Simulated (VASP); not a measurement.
Crystal: Sn.

```
Sn
1.0
    -1.72654    1.77555    2.33834
     1.72654   -1.77555    2.33834
     1.72654    1.77555   -2.33834
Sn
1
Cartesian
  0.0000 0.0000 0.0000
```

Base run:

```yaml
Program: VASP 6.6.1
Functional: PBEsol
Potentials_or_basis: VASP PAW PBE potentials, release 64 (Sn_d)
Cutoff: 500 eV
k_mesh: 9 × 9 × 9
Occupations: fermi-dirac, width 0.1 eV
Spin: no spin polarisation
```

Its results: band gap on the k mesh zero (bands 7 and 8 overlap by 8.93 eV); pressure -3.5 GPa.

Task: The run is repeated on the same cell with these changes: k mesh from 9 × 9 × 9 to 6 × 6 × 6. What comes out?

Result: Band gap on the k mesh zero (bands 7 and 8 overlap by 8.94 eV); pressure -2.8 GPa.

Caveats: some runs use coarse meshes; the PAW data sets were made with another functional, which shifts forces and pressure a little; spin-orbit coupling is left out, which moves the levels of the heavy elements; the cell stands under tension (at least some runs).
